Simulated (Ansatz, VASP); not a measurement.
**One calculation of Sn3Se, two programs**

```
CELL_PARAMETERS angstrom
4.65616 0.00000 0.00000
0.00000 4.65616 0.00000
0.00000 0.00000 4.65616
ATOMIC_POSITIONS crystal
Sn 0.00000 0.50000 0.50000
Sn 0.50000 0.00000 0.50000
Sn 0.50000 0.50000 0.00000
Se 0.00000 0.00000 0.00000
```

Alike in both runs: task relaxation of cell and atoms; functional PBE; k mesh 10 × 10 × 10; occupations gaussian, width 0.1 eV; no spin polarisation.

|  | VASP | Ansatz |
| --- | --- | --- |
| version | VASP 6.6.1 | Ansatz 0.2.0 |
| potentials or method | VASP PAW PBE potentials, release 64 (Sn_d, Se), cutoff 600 eV | scalar-relativistic, plane waves, PAW |
| valence electrons in the cell | 48 | 58 |

VASP gave:

* gap on the k mesh at the Fermi level, each at its own relaxed structure (eV): none
* relaxed volume (Å³/atom): 26.83
* relaxed length of the cell vector where the two differ most in proportion (Å): 4.752

Which values does Ansatz return?

gap on the k mesh at the Fermi level, each at its own relaxed structure (eV): none; relaxed volume (Å³/atom): 26.84; relaxed length of the cell vector where the two differ most in proportion (Å): 4.753.

A gap of «none» marks a metal or a gap that the smearing closes. VASP's potentials hold 48 valence electrons a cell and Ansatz's 58, so a difference there can come from the potentials and not from the codes.
